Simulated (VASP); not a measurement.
# ZnSe (F-43m) in VASP: notebook

ZnSe is run at these levels: PBEsol; tasks: elastic constants, vibrations by perturbation theory.

Everything below comes from runs of VASP 6.6.1. Logs are shortened: lines on timing, memory, paths and dates and some standing lists are left out, and cuts for length are marked.

### Step 1. The cell of the first run

The structure is cubic, space group F-43m (No. 216). The conventional cell has a = 5.341 Å, b = 5.341 Å, c = 5.341 Å, α = 90.00°, β = 90.00°, γ = 90.00°. Within 3.1 Å of Zn (site symmetry -43m) lie 4 Se at 2.31 Å. Se (site symmetry -43m) has 4 Zn at 2.31 Å within 3.1 Å.

### Step 2. Elastic constants, PBEsol

Contents of INCAR:

```
SYSTEM = ZnSe
PREC     = Accurate       ! precision mode
ENCUT    = 600            ! plane-wave cutoff, eV
EDIFF    = 1E-8           ! SCF threshold, eV
ISMEAR   = 0              ! smearing method
SIGMA    = 0.01           ! smearing width, eV
LREAL    = .False.        ! projectors in reciprocal space
LASPH    = .True.         ! aspherical terms in the spheres
NELM     = 100            ! most SCF steps
ALGO     = Normal         ! electronic algorithm
ISIF     = 3              ! what is computed and relaxed
LWAVE    = .False.        ! write WAVECAR
LCHARG   = .True.         ! write CHGCAR
GGA      = PS             ! functional
IBRION   = 6              ! ionic algorithm
NFREE    = 2            
POTIM    = 0.015          ! step
NSW      = 1              ! ionic steps
```

Contents of KPOINTS:

```
Automatic mesh
0
Gamma
  10 10 10
  0 0 0
```

Contents of POSCAR:

```
ZnSe
1.0
    0.0000000000      2.6704388882      2.6704388882
    2.6704388882      0.0000000000      2.6704388882
    2.6704388882      2.6704388882      0.0000000000
Zn Se
1 1
Direct
    0.0000000000      0.0000000000      0.0000000000
    0.7500000000      0.7500000000      0.7500000000
```

Potentials or basis: VASP PAW PBE potentials, release 64 (Zn, Se).

The run is started by

```
cat potpaw_PBE.64/Zn/POTCAR potpaw_PBE.64/Se/POTCAR > POTCAR
mpirun -np 1 vasp_std > vasp.out
```

OUTCAR:

```text
SYSTEM = ZnSe
   PREC = Accurate
   ENCUT = 600
   EDIFF = 1E-8
   ISMEAR = 0
   LREAL = .False.
   LASPH = .True.
   NELM = 100
   ISIF = 3
   GGA = PS
   IBRION = 6
   NFREE = 2
   POTIM = 0.015
   NSW = 1

 ion  position               nearest neighbor table
   1  0.000  0.000  0.000-   2 2.31   2 2.31   2 2.31   2 2.31
   2  0.750  0.750  0.750-   1 2.31   1 2.31   1 2.31   1 2.31

  LATTYP: Found a face centered cubic cell.
 ALAT       =     5.3408777764

  Lattice vectors:

 A1 = (   0.0000000000,   2.6704388882,   2.6704388882)
 A2 = (   2.6704388882,   0.0000000000,   2.6704388882)
 A3 = (   2.6704388882,   2.6704388882,   0.0000000000)

Analysis of symmetry for initial positions (statically):
=====================================================================
 Subroutine PRICEL returns:
 Original cell was already a primitive cell.

 Routine SETGRP: Setting up the symmetry group for a
 face centered cubic supercell.

 Subroutine GETGRP returns: Found 24 space group operations
 (whereof 24 operations were pure point group operations)
 out of a pool of 48 trial point group operations.

The static configuration has the point symmetry T_d .

Analysis of symmetry for dynamics (positions and initial velocities):
=====================================================================
 Subroutine PRICEL returns:
 Original cell was already a primitive cell.

 Routine SETGRP: Setting up the symmetry group for a
 face centered cubic supercell.

 Subroutine GETGRP returns: Found 24 space group operations
 (whereof 24 operations were pure point group operations)
 out of a pool of 48 trial point group operations.

The dynamic configuration has the point symmetry T_d .

 Subroutine INISYM returns: Found 24 space group operations
 (whereof 24 operations are pure point group operations),
 and found     1 'primitive' translations

----------------------------------------------------------------------------------------

                                     Primitive cell

  volume of cell :      38.0871

  direct lattice vectors                    reciprocal lattice vectors
     0.000000000  2.670438888  2.670438888    -0.187235140  0.187235140  0.187235140
     2.670438888  0.000000000  2.670438888     0.187235140 -0.187235140  0.187235140
     2.670438888  2.670438888  0.000000000     0.187235140  0.187235140 -0.187235140

  length of vectors
     3.776570893  3.776570893  3.776570893     0.324300776  0.324300776  0.324300776

  position of ions in fractional coordinates (direct lattice)
     0.000000000  0.000000000  0.000000000
     0.750000000  0.750000000  0.750000000

  ion indices of the primitive-cell ions
   primitive index   ion index
                 1           1
                 2           2

----------------------------------------------------------------------------------------

 KPOINTS: Automatic mesh

Automatic generation of k-mesh.
 Grid dimensions read from file:
 generate k-points for:   10   10   10

 Generating k-lattice:

  Cartesian coordinates                     Fractional coordinates (reciprocal lattice)
    -0.018723514  0.018723514  0.018723514     0.100000000  0.000000000  0.000000000
     0.018723514 -0.018723514  0.018723514     0.000000000  0.100000000  0.000000000
[... 108 lines left out ...]

------------------------ aborting loop because EDIFF is reached ----------------------------------------

  FORCE on cell =-STRESS in cart. coord.  units (eV):
  Direction    XX          YY          ZZ          XY          YZ          ZX
  --------------------------------------------------------------------------------------
  -------------------------------------------------------------------------------------
  Total        3.6747027      3.6747027      3.6747027      0.0000000      0.0000000      0.0000000
  in kB      154.5805558    154.5805558    154.5805558      0.0000000      0.0000000      0.0000000
  external PRESSURE =     154.5805558 kB  Pullay stress =       0.0000000 kB
[... 89 lines left out ...]
  FREE ENERGIE OF THE ION-ELECTRON SYSTEM (eV)
  ---------------------------------------------------
  free  energy   TOTEN  =        -6.4327196636 eV

  energy  without entropy=       -6.4327196636  energy(sigma->0) =       -6.43271966

[... ionic steps 4 to 14 ...]

--------------------------------------- Ionic step       15  -------------------------------------------

 number of electron      18.0000000 magnetization

------------------------ aborting loop because EDIFF is reached ----------------------------------------
[... 67 lines left out ...]
--------------------------------------- Ionic step       17  -------------------------------------------

 number of electron      18.0000003 magnetization

 Free energy of the ion-electron system (eV)
  ---------------------------------------------------
  ext. energy  EPLUGINS =         0.00000000
  ---------------------------------------------------
  free energy    TOTEN  =        -6.49069994 eV

  energy without entropy =       -6.49069994  energy(sigma->0) =       -6.49069994

 E-fermi :   3.3009     XC(G=0): -10.3603

 val. band max:        3.2074964835   @ k =   0.0000   0.0000   0.0000
 cond. band min:       5.1179714060   @ k =   0.0000   0.0000   0.0000
 fundamental gap:      1.9104749225
 Fermi energy:         3.3008569779

 k-point     1 :       0.0000    0.0000    0.0000
  band No.  band energies     occupation
      1     -11.4222      2.00000
      2      -4.2138      2.00000
      3      -4.2009      2.00000
      4      -4.1877      2.00000
      5      -3.6471      2.00000
      6      -3.6469      2.00000
      7       3.1737      2.00000
      8       3.1916      2.00000
      9       3.2075      2.00000
     10       5.1180      0.00000
     11       8.7926      0.00000
     12       8.8042      0.00000
     13       8.8174      0.00000
[... 354 lines left out ...]
  band No.  band energies     occupation
      1     -10.2440      2.00000
      2      -4.2987      2.00000
      3      -3.9331      2.00000
      4      -3.9261      2.00000
      5      -3.6261      2.00000
      6      -3.5891      2.00000
      7      -1.4133      2.00000
      8       0.5061      2.00000
      9       0.8123      2.00000
     10       6.3026      0.00000
     11       7.3430      0.00000
     12      12.0230      0.00000
     13      12.9347      0.00000

 [... further k-points ...]
[... 5 lines left out ...]
  --------------------------------------------------------------------------------------
  -------------------------------------------------------------------------------------
  Total        3.6758304      3.6797095      3.6797095      0.0000000     -0.1938754      0.0000000
  in kB      154.6279954    154.7911727    154.7911727      0.0000000     -8.1555876      0.0000000
  external PRESSURE =     154.7367803 kB  Pullay stress =       0.0000000 kB
[... 17 lines left out ...]
  FREE ENERGIE OF THE ION-ELECTRON SYSTEM (eV)
  ---------------------------------------------------
  free  energy   TOTEN  =        -6.4906999438 eV

  energy  without entropy=       -6.4906999438  energy(sigma->0) =       -6.49069994

 INTERNAL STRAIN TENSORS FROM STRAINED CELLS
 ============================================

 INTERNAL STRAIN TENSOR FOR ION    1 for displacements in x,y,z  (eV/Angst):
          X           Y           Z          XY          YZ          ZX
  --------------------------------------------------------------------------------
  x    -0.00000     0.00000    -0.00000     0.00000   -12.92301     0.00000
  y    -0.00000     0.00000    -0.00000     0.00000     0.00000   -12.92299
  z    -0.00000     0.00000     0.00000   -12.92272     0.00000    -0.00000

 INTERNAL STRAIN TENSORS FROM DISPLACED ATOMS
 ============================================

 INTERNAL STRAIN TENSOR FOR ION    1 for displacements in x,y,z  (eV/Angst):
          X           Y           Z          XY          YZ          ZX
  --------------------------------------------------------------------------------
  x     0.00000     0.00000     0.00000     0.00000   -12.93406     0.00000
  y     0.00000     0.00000     0.00000     0.00000     0.00000   -12.93406
  z     0.00000     0.00000     0.00000   -12.93406     0.00000     0.00000

 INTERNAL STRAIN TENSOR FOR ION    2 for displacements in x,y,z  (eV/Angst):
          X           Y           Z          XY          YZ          ZX
  --------------------------------------------------------------------------------
  x     0.00000     0.00000     0.00000     0.00000    12.92819     0.00000
  y     0.00000     0.00000     0.00000     0.00000     0.00000    12.92819
  z     0.00000     0.00000     0.00000    12.92819     0.00000     0.00000

 Eigenvectors and eigenvalues of the dynamical matrix
 ----------------------------------------------------

   1 f  =    8.173784 THz    51.357401 2PiTHz  272.648096 cm-1    33.804040 meV
             X         Y         Z           dx          dy          dz
      0.000000  0.000000  0.000000     0.000000    0.739851    0.000000
      4.005658  4.005658  4.005658    -0.000000   -0.672771    0.000000
[... 21 lines left out ...]
   6 f/i=    0.003083 THz     0.019370 2PiTHz    0.102830 cm-1     0.012749 meV
             X         Y         Z           dx          dy          dz
      0.000000  0.000000  0.000000    -0.363439    0.566156    0.000000
      4.005658  4.005658  4.005658    -0.399676    0.622606    0.000000

--------------------------------------------------------------------------------------------------------

 ELASTIC MODULI CONTR FROM IONIC RELAXATION (kBar)
 Direction    XX          YY          ZZ          XY          YZ          ZX
 --------------------------------------------------------------------------------
 XX          -0.0000      0.0000      0.0000      0.0000     -0.0000      0.0000
 YY           0.0000     -0.0000      0.0000      0.0000      0.0000     -0.0000
 ZZ           0.0000      0.0000     -0.0000     -0.0000      0.0000      0.0000
 XY           0.0000      0.0000     -0.0000   -719.4321      0.0000      0.0000
 YZ          -0.0000      0.0000      0.0000      0.0000   -719.4321      0.0000
 ZX           0.0000     -0.0000      0.0000      0.0000      0.0000   -719.4321
 --------------------------------------------------------------------------------

 TOTAL ELASTIC MODULI (kBar)
 Direction    XX          YY          ZZ          XY          YZ          ZX
 --------------------------------------------------------------------------------
 XX        1314.5650   1052.2212   1052.2212      0.0000     -0.0000     -0.0000
 YY        1052.2212   1314.5650   1052.2212      0.0000     -0.0000     -0.0000
 ZZ        1052.2212   1052.2212   1314.5650     -0.0000      0.0000     -0.0000
 XY           0.0000      0.0000     -0.0000    360.0300      0.0000      0.0000
 YZ          -0.0000     -0.0000      0.0000      0.0000    360.0300      0.0000
 ZX          -0.0000     -0.0000     -0.0000      0.0000      0.0000    360.0300
 --------------------------------------------------------------------------------
```

It took 22 min on 1 thread of Intel Xeon Platinum 8488C (Sapphire Rapids), shared host; peak memory 0.43 GiB.

Results:

| Quantity | Value |
| --- | --- |
| Elastic constants C11, C12, C44 | 131, 105, 36 GPa |
| Voigt bulk modulus | 114 GPa |
| Highest phonon frequency at Γ, LO-TO splitting left out | 273 cm⁻¹ |

Phonon frequencies in cm⁻¹ (negative: imaginary):
| q point | frequencies |
| --- | --- |
| (0.000, 0.000, 0.000) | 0 0 0 273 273 273 |

Elastic tensor in Voigt notation (GPa, in the Cartesian axes of the cell as first typed):
```
131 105 105   0   0   0
105 131 105   0   0   0
105 105 131   0   0   0
  0   0   0  36   0   0
  0   0   0   0  36   0
  0   0   0   0   0  36
```

Clamped-ion elastic tensor (GPa):
```
131 105 105   0   0   0
105 131 105   0   0   0
105 105 131   0   0   0
  0   0   0 108   0   0
  0   0   0   0 108   0
  0   0   0   0   0 108
```

Caveat: the cell is under stress, which shifts elastic constants; the PAW data sets were made with another functional, which shifts forces and pressure a little.

### Step 3. Vibrations by perturbation theory, PBEsol

This run uses another cell than the first one, of 21.17 Å³/atom.

Contents of INCAR:

```
  ALGO = Normal
  EDIFF = 1E-8
  ENCUT = 520
  GGA = PS
  IBRION = 8
  ISIF = 2
  ISMEAR = 0
  LASPH = T
  LCHARG = T
  LEPSILON = T
  LREAL = F
  LWAVE = F
  NELM = 60
  NSW = 1
  PREC = Accurate
  SIGMA = 0.01
```

Contents of KPOINTS:

```
k-points
0
Gamma
  8 8 8
```

Contents of POSCAR:

```
ZnSe
1.0
    0.0000000000      2.7662893478      2.7662893478
    2.7662893478      0.0000000000      2.7662893478
    2.7662893478      2.7662893478      0.0000000000
Zn Se
1 1
Direct
    0.0000000000      0.0000000000      0.0000000000
    0.7500000000      0.7500000000      0.7500000000
```

Potentials or basis: VASP PAW PBE potentials, release 64 (Zn, Se).

The run is started by

```
cat potpaw_PBE.64/Zn/POTCAR potpaw_PBE.64/Se/POTCAR > POTCAR
mpirun -np 1 vasp_std > vasp.out
```

OUTCAR:

```text
EDIFF = 1E-8
   ENCUT = 520
   GGA = PS
   IBRION = 8
   ISIF = 2
   ISMEAR = 0
   LASPH = T
   LEPSILON = T
   LREAL = F
   NELM = 60
   NSW = 1
   PREC = Accurate

 ion  position               nearest neighbor table
   1  0.000  0.000  0.000-   2 2.40   2 2.40   2 2.40   2 2.40
   2  0.750  0.750  0.750-   1 2.40   1 2.40   1 2.40   1 2.40

  LATTYP: Found a face centered cubic cell.
 ALAT       =     5.5325786956

[... 711 lines left out ...]
      0.000000  0.000000  0.000000     0.739664    0.000000    0.000000
      4.149434  4.149434  4.149434    -0.672976    0.000000    0.000000
[... 21 lines left out ...]
   6 f/i=    0.000686 THz     0.004308 2PiTHz    0.022872 cm-1     0.002836 meV
             X         Y         Z           dx          dy          dz
      0.000000  0.000000  0.000000    -0.672440   -0.017624   -0.020273
      4.149434  4.149434  4.149434    -0.739074   -0.019370   -0.022282

--------------------------------------------------------------------------------------------------------

 MACROSCOPIC STATIC DIELECTRIC TENSOR IONIC CONTRIBUTION
 ------------------------------------------------------
           2.372784    -0.000000     0.000000
          -0.000000     2.372784    -0.000000
           0.000000    -0.000000     2.372784
 ------------------------------------------------------

 ELASTIC MODULI CONTR FROM IONIC RELAXATION (kBar)
 Direction    XX          YY          ZZ          XY          YZ          ZX
 --------------------------------------------------------------------------------
 XX          -0.0000      0.0000      0.0000     -0.0000      0.0000     -0.0000
 YY           0.0000     -0.0000     -0.0000     -0.0000     -0.0000      0.0000
 ZZ           0.0000     -0.0000     -0.0000      0.0000     -0.0000     -0.0000
 XY          -0.0000     -0.0000      0.0000   -325.8871      0.0000      0.0000
 YZ           0.0000     -0.0000     -0.0000      0.0000   -325.8871      0.0000
 ZX          -0.0000      0.0000     -0.0000      0.0000      0.0000   -325.8871
 --------------------------------------------------------------------------------

 PIEZOELECTRIC TENSOR IONIC CONTR  for field in x, y, z        (C/m^2)
          XX          YY          ZZ          XY          YZ          ZX
  --------------------------------------------------------------------------------
  x     0.00000    -0.00000    -0.00000    -0.00000    -0.82744     0.00000
  y    -0.00000     0.00000    -0.00000     0.00000    -0.00000    -0.82744
  z    -0.00000    -0.00000     0.00000    -0.82744    -0.00000     0.00000
```

Wall time 8.6 min (1 thread of Intel Xeon Platinum 8259CL at 2.50GHz (Skylake/Cascade Lake), shared host); peak memory 0.29 GiB.

Results:

```
Electronic dielectric tensor (diagonal)                 : 7.74
Born charges (mean of the diagonal)                     : Zn +1.97; Se -1.97 e
Highest phonon frequency at Γ, LO-TO splitting left out : 230 cm⁻¹
```

Phonon frequencies in cm⁻¹ (negative: imaginary):
| q point | frequencies |
| --- | --- |
| (0.000, 0.000, 0.000) | 0 0 0 230 230 230 |

Electronic dielectric tensor:
```
7.74 0.00 0.00
0.00 7.74 0.00
0.00 0.00 7.74
```

Born effective charge tensors (e):
atom 1, Zn
```
1.97 0.00 0.00
0.00 1.97 0.00
0.00 0.00 1.97
```
atom 2, Se
```
-1.97  0.00  0.00
 0.00 -1.97  0.00
 0.00  0.00 -1.97
```

Caveat: the cell stands under pressure or tension, which shifts response properties; the PAW data sets were made with another functional, which shifts forces and pressure a little.
